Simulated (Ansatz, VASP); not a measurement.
## KCl in VASP and in Ansatz

```
K Cl
1.0
     3.64559    0.00000    0.00000
     0.00000    3.64559    0.00000
     0.00000    0.00000    3.64559
K Cl
1 1
Direct
  0.00000 0.00000 0.00000
  0.50000 0.50000 0.50000
```

Change from the starting cell: hydrostatic strain -3.3%.

Alike in both runs: task single point; functional HSE06; k mesh 6 × 6 × 6; no spin polarisation.

|  | VASP | Ansatz |
| --- | --- | --- |
| version | VASP 6.6.1 | Ansatz 0.2.0 |
| potentials or method | VASP PAW PBE potentials, release 64 (K_sv, Cl) | plane waves, PAW |
| plane-wave cutoff (eV) | 520 | 420 |
| occupations | gaussian, width 0.01 eV | fixed |
| valence electrons in the cell | 16 | 16 |

Ansatz gave:

- gap on the k mesh at the Fermi level (eV): 6.90
- pressure (GPa): 3.6

What did VASP give for the same quantities?

gap on the k mesh at the Fermi level (eV): 6.90; pressure (GPa): 3.7.

Ansatz's warnings: stress exchange threshold loose, stress scf threshold loose.
